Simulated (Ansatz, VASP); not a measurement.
**One calculation of PbSe, two programs**

```
CELL_PARAMETERS angstrom
0.00000 3.04160 3.04160
3.04160 0.00000 3.04160
3.04160 3.04160 0.00000
ATOMIC_POSITIONS crystal
Pb 0.00000 0.00000 0.00000
Se 0.50000 0.50000 0.50000
```

Change from the starting cell: volume scaled by 0.98, crystal datasets.

Alike in both runs: task electric field gradients; functional PBEsol; k mesh 7 × 7 × 7; occupations fermi-dirac, width 0.02 eV; no spin polarisation.

|  | VASP | Ansatz |
| --- | --- | --- |
| version | VASP 6.6.1 | Ansatz 0.2.0 |
| potentials or method | VASP PAW PBE potentials, release 64 (Pb_d, Se), cutoff 520 eV | all-electron PAW with datasets made for the crystal, scalar-relativistic |

Ansatz gave:

- pressure (GPa): 0.5

Task: What did VASP give for the same quantities?

Result: Pressure (GPa): 0.4.

VASP's potentials were made for PBE, not for PBEsol. Ansatz ran all-electron here, and VASP with PAW potentials.

Spin-orbit coupling is off throughout.
